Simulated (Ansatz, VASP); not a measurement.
Br: VASP beside Ansatz

```
CELL_PARAMETERS angstrom
1.87530 1.08271 9.06322
-1.87530 1.08271 9.06322
0.00000 -2.16541 9.06322
ATOMIC_POSITIONS crystal
Br 0.00000 0.00000 0.00000
Br 0.22222 0.22222 0.22222
Br 0.77778 0.77778 0.77778
```

Alike in both runs: task single point; functional PBEsol; k mesh 6 × 6 × 6; occupations gaussian, width 0.1 eV; no spin polarisation.

```csv
,VASP,Ansatz
version,VASP 6.6.1,Ansatz 0.2.0
potentials or method,"VASP PAW PBE potentials, release 64 (Br), cutoff 520 eV","scalar-relativistic, plane waves, PAW"
valence electrons in the cell,21,21
```

```csv
,VASP,Ansatz,Ansatz less VASP
gap on the k mesh at the Fermi level (eV),none,none,-
pressure (GPa),-5.1,-5.1,+0.01
"traceless stress, the component that is largest in VASP (GPa)",-0.29,-0.29,0.000
rms of the force components (eV/Å),0.014,0.014,+0.0001
```

VASP's potentials were made for PBE, not for PBEsol. Atom by atom the forces differ by 0.000 eV/Å (rms over components). A gap of «none» marks a metal or a gap that the smearing closes. The functional is the same, so the differences come from potentials, cutoffs and numerics.
